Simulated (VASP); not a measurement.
Here is a VASP 6.6.1 calculation.

The input INCAR:

```
SYSTEM = Re
ALGO = Normal
EDIFF = 1E-6
ENCUT = 520
GGA = CA
ISIF = 2
ISMEAR = -1
LASPH = .TRUE.
LCHARG = .FALSE.
LREAL = .FALSE.
LWAVE = .FALSE.
NBANDS = 10
NELM = 100
PREC = Accurate
SIGMA = 0.08
```

The input KPOINTS:

```
k-points
0
G
  18 18 18
  0 0 0
```

The input POSCAR:

```
Re
1.0
    0.0000000000      1.7946601654      1.7946601654
    1.7946601654      0.0000000000      1.7946601654
    1.7946601654      1.7946601654      0.0000000000
Re
1
Direct
    0.0000000000      0.0000000000      0.0000000000
```

Potentials or basis: VASP PAW LDA potentials, release 64 (Re).

Command:

```sh
$ cat potpaw_LDA.64/Re/POTCAR > POTCAR
$ mpirun -np 1 vasp_std > vasp.out
```

Task: What does it give for the pressure?

Result: 147.8 GPa.
